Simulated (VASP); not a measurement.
# Tl (Fd-3m) in VASP: further runs

Runs on Tl. Level: BLYP. Tasks: relaxation of cell and atoms, single point.

All numbers are computed with VASP 6.6.1; they aren't measurements. Logs are shortened: lines on timing, memory, paths and dates and some standing lists are left out, and cuts for length are marked.

### 1 The cell of the first run

The structure is cubic, space group Fd-3m (No. 227). The conventional cell has a = 6.715 Å, b = 6.715 Å, c = 6.715 Å, α = 90.00°, β = 90.00°, γ = 90.00°. Within 3.8 Å of Tl (site symmetry -43m) lie 4 Tl at 2.91 Å.

This isn't the form of Tl at room conditions, which is hcp.

### 2 Relaxation of cell and atoms, BLYP

The input, INCAR:

```
PREC     = Accurate       # precision mode
ENCUT    = 600            # plane-wave cutoff, eV
EDIFF    = 1E-6           # SCF threshold, eV
ISMEAR   = -1             # smearing method
SIGMA    = 0.1            # smearing width, eV
LREAL    = F              # projectors in reciprocal space
LASPH    = T              # aspherical terms in the spheres
NELM     = 100            # most SCF steps
ALGO     = Normal         # electronic algorithm
ISIF     = 3              # what is computed and relaxed
LWAVE    = F              # write WAVECAR
LCHARG   = F              # write CHGCAR
GGA      = B5             # functional
ALDAX    = 1.0          
AGGAX    = 1.0          
AGGAC    = 1.0          
ALDAC    = 0.0          
IBRION   = 2              # ionic algorithm
NSW      = 80             # ionic steps
EDIFFG   = -0.01          # ionic threshold
```

The input, KPOINTS:

```
Automatic mesh
0
Gamma
  8 8 8
```

The input, POSCAR:

```
Tl
1.0
    0.0000000000      3.3575531457      3.3575531457
    3.3575531457      0.0000000000      3.3575531457
    3.3575531457      3.3575531457      0.0000000000
Tl
2
Direct
    0.1250000000      0.1250000000      0.1250000000
    0.8750000000      0.8750000000      0.8750000000
```

Potentials or basis: VASP PAW PBE potentials, release 64 (Tl_d).

On the command line:

```console
$ cat potpaw_PBE.64/Tl_d/POTCAR > POTCAR
$ mpirun -np 1 vasp_std > vasp.out
```

OUTCAR:

```text
PREC = Accurate
   ENCUT = 600
   EDIFF = 1E-6
   ISMEAR = -1
   LREAL = F
   LASPH = T
   NELM = 100
   ISIF = 3
   GGA = B5
   IBRION = 2
   NSW = 80
   EDIFFG = -0.01

 ion  position               nearest neighbor table
   1  0.125  0.125  0.125-   2 2.91   2 2.91   2 2.91   2 2.91
   2  0.875  0.875  0.875-   1 2.91   1 2.91   1 2.91   1 2.91

  LATTYP: Found a face centered cubic cell.
 ALAT       =     6.7151062914

  Lattice vectors:

 A1 = (   0.0000000000,   3.3575531457,   3.3575531457)
 A2 = (   3.3575531457,   0.0000000000,   3.3575531457)
 A3 = (   3.3575531457,   3.3575531457,   0.0000000000)

Analysis of symmetry for initial positions (statically):
=====================================================================
 Subroutine PRICEL returns:
 Original cell was already a primitive cell.

 Routine SETGRP: Setting up the symmetry group for a
 face centered cubic supercell.

 Subroutine GETGRP returns: Found 48 space group operations
 (whereof 12 operations were pure point group operations)
 out of a pool of 48 trial point group operations.

The static configuration has the point symmetry D_3d.
 The point group associated with its full space group is O_h .

Analysis of symmetry for dynamics (positions and initial velocities):
=====================================================================
 Subroutine PRICEL returns:
 Original cell was already a primitive cell.

 Routine SETGRP: Setting up the symmetry group for a
 face centered cubic supercell.

 Subroutine GETGRP returns: Found 48 space group operations
 (whereof 12 operations were pure point group operations)
 out of a pool of 48 trial point group operations.

The dynamic configuration has the point symmetry D_3d.
 The point group associated with its full space group is O_h .

 Subroutine INISYM returns: Found 48 space group operations
 (whereof 12 operations are pure point group operations),
 and found     1 'primitive' translations

----------------------------------------------------------------------------------------

                                     Primitive cell

  volume of cell :      75.7005

  direct lattice vectors                    reciprocal lattice vectors
     0.000000000  3.357553146  3.357553146    -0.148917970  0.148917970  0.148917970
     3.357553146  0.000000000  3.357553146     0.148917970 -0.148917970  0.148917970
     3.357553146  3.357553146  0.000000000     0.148917970  0.148917970 -0.148917970

[... 88 lines left out ...]
   NFREE  =      1    steps in history (QN), initial steepest desc. (CG)
   ISIF   =      3    stress and relaxation
   ISYM   =      2    0-nonsym 1-usesym 2-fastsym
   POTIM  = 0.5000    time-step for ionic-motion
   TEBEG  =    0.0;   TEEND  =   0.0 temperature during run
   PSTRESS=    0.0 pullay stress
   NELECT =      26.0000    total number of electrons
   NUPDOWN=      -1.0000    fix difference up-down
   EMIN   =  10.00;   EMAX   =-10.00  energy-range for DOS
   EFERMI =   0.00;   METHOD = LEGACY
   ISMEAR =    -1;   SIGMA  =   0.10  broadening in eV -4-tet -1-fermi 0-gaus
   EFERMI_NEDOS =   21; number of points for ismear=-14 and -15
   IALGO  =     38    algorithm
   IMIX   =      4    mixing-type and parameters
     AMIX     =   0.40;   BMIX     =  1.00
     AMIX_MAG =   1.60;   BMIX_MAG =  1.00
  volume/ion in A,a.u.               =      37.85       255.43
  Fermi-wavevector in a.u.,A,eV,Ry     =   1.146480  2.166533 17.883713  1.314416
  Thomas-Fermi vector in A             =   2.283164
   LORBIT       =      0    0 simple, 1 ext, 2 COOP (PROOUT), +10 PAW based schemes
   GGA     = B5    functional components
   LHFCALC =     F    Hartree Fock is set to
   AEXX    =    0.0000 exact exchange contribution
   IVDW    =     0    specifies the selected vdW correction
   LEPSILON=     F    determine dielectric tensor
   LRPA    =     F    only Hartree local field effects (RPA)
 conjugate gradient relaxation of ions
 non-spin polarized calculation
  energy-cutoff  :      600.00
  volume of cell :       75.70
 maximum number of plane-waves:      2565
 NGX is ok and might be reduce to    40
   NGX = 19   NGY = 19   NGZ = 19

--------------------------------------- Ionic step        1  -------------------------------------------

 number of electron      25.9999997 magnetization

 Free energy of the ion-electron system (eV)
  ---------------------------------------------------
  ext. energy  EPLUGINS =         0.00000000
  ---------------------------------------------------
  free energy    TOTEN  =        -2.63459059 eV

  energy without entropy =       -2.57952246  energy(sigma->0) =       -2.60705653

------------------------ aborting loop because EDIFF is reached ----------------------------------------

  FORCE on cell =-STRESS in cart. coord.  units (eV):
  Direction    XX          YY          ZZ          XY          YZ          ZX
  --------------------------------------------------------------------------------------
  -------------------------------------------------------------------------------------
  Total        3.0146370      3.0146370      3.0146370     -0.0000000      0.0000000      0.0000000
  in kB       63.8038554     63.8038554     63.8038554     -0.0000000      0.0000000      0.0000000
  external PRESSURE =      63.8038554 kB  Pullay stress =       0.0000000 kB
[... 167 lines left out ...]
--------------------------------------- Ionic step        6  -------------------------------------------

 number of electron      26.0000000 magnetization

 Free energy of the ion-electron system (eV)
  ---------------------------------------------------
  ext. energy  EPLUGINS =         0.00000000
  ---------------------------------------------------
  free energy    TOTEN  =        -3.01398613 eV

  energy without entropy =       -2.94033504  energy(sigma->0) =       -2.97716058

 E-fermi :   2.4200     XC(G=0):  -6.8627

 val. band max:        2.3564207077   @ k =   0.3750   0.2500   0.1250
 cond. band min:       2.4256936835   @ k =  -0.2500   0.1250   0.0000
 fundamental gap:      0.0692729758
 Fermi energy:         2.4200024452

 k-point     1 :       0.0000    0.0000    0.0000
  band No.  band energies     occupation
      1      -9.2939      2.00000
      2      -9.2939      2.00000
      3      -9.2939      2.00000
      4      -9.2362      2.00000
      5      -9.2362      2.00000
      6      -8.8566      2.00000
[... 457 lines left out ...]
      4      -9.1249      2.00000
      5      -9.1010      2.00000
      6      -9.0192      2.00000
[... 9 lines left out ...]
     16       6.4421      0.00000
     17       7.7842      0.00000

 [... further k-points ...]
[... 5 lines left out ...]
  --------------------------------------------------------------------------------------
  -------------------------------------------------------------------------------------
  Total        0.0053524      0.0053524      0.0053524      0.0000000      0.0000000     -0.0000000
  in kB        0.0844606      0.0844606      0.0844606      0.0000000      0.0000000     -0.0000000
  external PRESSURE =       0.0844606 kB  Pullay stress =       0.0000000 kB
[... 17 lines left out ...]
  FREE ENERGIE OF THE ION-ELECTRON SYSTEM (eV)
  ---------------------------------------------------
  free  energy   TOTEN  =        -3.0139861256 eV

  energy  without entropy=       -2.9403350399  energy(sigma->0) =       -2.97716058

 reached required accuracy - stopping structural energy minimisation
```

CONTCAR:

```text
Tl
   1.00000000000000
     0.0000000000000000    3.7027613240693968    3.7027613240693968
     3.7027613240693968    0.0000000000000000    3.7027613240693968
     3.7027613240693968    3.7027613240693968    0.0000000000000000
  Tl
     2
Direct
     0.1250000000000000    0.1250000000000000    0.1250000000000000
     0.8750000000000000    0.8750000000000000    0.8750000000000000

  0.00000000E+00  0.00000000E+00  0.00000000E+00
  0.00000000E+00  0.00000000E+00  0.00000000E+00
```

Run time: 3.3 min. Hardware: 1 thread of AMD EPYC 9R45 (Zen 5), shared host; peak memory 0.23 GiB.

Results:

```
Free energy                           : -3.0140 eV
Relaxed volume                        : 50.77 Å³/atom
Relaxed cell                          : a = 5.236 Å, b = 5.236 Å, c = 5.236 Å, α = 60.00°, β = 60.00°, γ = 60.00°
Space group after relaxing (to 0.1 Å) : Fd-3m (No. 227)
Energy gained by relaxing             : 189.7 meV/atom
Ionic steps                           : 6
Pressure after relaxing               : 0.0 GPa
Band gap on the k mesh                : zero (bands 13 and 14 overlap by 2.50 eV)
```

Step by step:
| step | energy change (eV) | largest force (eV/Å) | pressure (GPa) | volume (Å³) |
| --- | --- | --- | --- | --- |
| 1 | 0.0000 | 0.0000 | 6.38 | 75.70 |
| 2 | -0.3552 | 0.0000 | 1.03 | 93.44 |
| 3 | -0.3757 | 0.0000 | 0.36 | 98.28 |
| 4 | -0.3676 | 0.0000 | -0.53 | 108.43 |
| 5 | -0.3793 | 0.0000 | -0.05 | 102.11 |
| 6 | -0.3794 | 0.0000 | 0.01 | 101.53 |

Final structure:
```
Tl
1.0
     0.00000    3.70276    3.70276
     3.70276    0.00000    3.70276
     3.70276    3.70276    0.00000
Tl
2
Direct
  0.12500 0.12500 0.12500
  0.87500 0.87500 0.87500
```

Caveat: the volume moved by over 15 % at a fixed basis, so the end points are rough; the PAW data sets were made with another functional, which shifts forces and pressure a little; spin-orbit coupling is left out, which moves the levels of the heavy elements.

### 3 Single point, BLYP

This run uses another cell than the first one, of 50.76 Å³/atom.

The input, INCAR:

```
PREC     = Accurate       # precision mode
ENCUT    = 520            # plane-wave cutoff, eV
EDIFF    = 1E-6           # SCF threshold, eV
ISMEAR   = -1             # smearing method
SIGMA    = 0.1            # smearing width, eV
LREAL    = False          # projectors in reciprocal space
LASPH    = True           # aspherical terms in the spheres
NELM     = 80             # most SCF steps
ALGO     = Normal         # electronic algorithm
ISIF     = 2              # what is computed and relaxed
LWAVE    = False          # write WAVECAR
LCHARG   = False          # write CHGCAR
GGA      = B5             # functional
ALDAX    = 1.0          
AGGAX    = 1.0          
AGGAC    = 1.0          
ALDAC    = 0.0          
NBANDS   = 20             # bands
```

The input, KPOINTS:

```
Automatic mesh
0
Gamma
  12 12 12
```

The input, POSCAR:

```
Tl
1.0
    0.0000000000      3.7026530898      3.7026530898
    3.7026530898      0.0000000000      3.7026530898
    3.7026530898      3.7026530898      0.0000000000
Tl
2
Direct
    0.1250000000      0.1250000000      0.1250000000
    0.8750000000      0.8750000000      0.8750000000
```

Potentials or basis: VASP PAW PBE potentials, release 64 (Tl_d).

On the command line:

```console
$ cat potpaw_PBE.64/Tl_d/POTCAR > POTCAR
$ mpirun -np 1 vasp_std > vasp.out
```

It took 70 s on 1 thread of AMD EPYC 9R45 (Zen 5), shared host; peak memory 0.27 GiB.

Results (log left out):

```
Free energy            : -3.0222 eV
Pressure               : 0.0 GPa
Band gap on the k mesh : zero (bands 13 and 14 overlap by 2.50 eV)
```

Levels at points of the mesh, in eV from the Fermi level:
| k point | band 9 | band 10 | band 11 | band 12 | band 13 | band 14 | band 15 | band 16 | band 17 | band 18 |
| --- | --- | --- | --- | --- | --- | --- | --- | --- | --- | --- |
| (0.00, 0.00, 0.00) | -11.25 | -11.25 | -8.21 | -2.36 | 1.83 | 1.83 | 1.83 | 3.43 | 3.43 | 3.43 |
| (0.50, 0.00, 0.00) | -11.21 | -11.21 | -7.06 | -4.84 | 0.42 | 0.81 | 0.81 | 4.40 | 4.40 | 6.06 |
| (0.50, 0.50, 0.00) | -11.18 | -11.18 | -5.98 | -5.98 | -0.26 | -0.26 | 2.05 | 2.05 | 7.43 | 7.43 |

Caveat: the PAW data sets were made with another functional, which shifts forces and pressure a little; spin-orbit coupling is left out, which moves the levels of the heavy elements.

The gap in the log of VASP goes by the Fermi energy; the results here count the filled bands.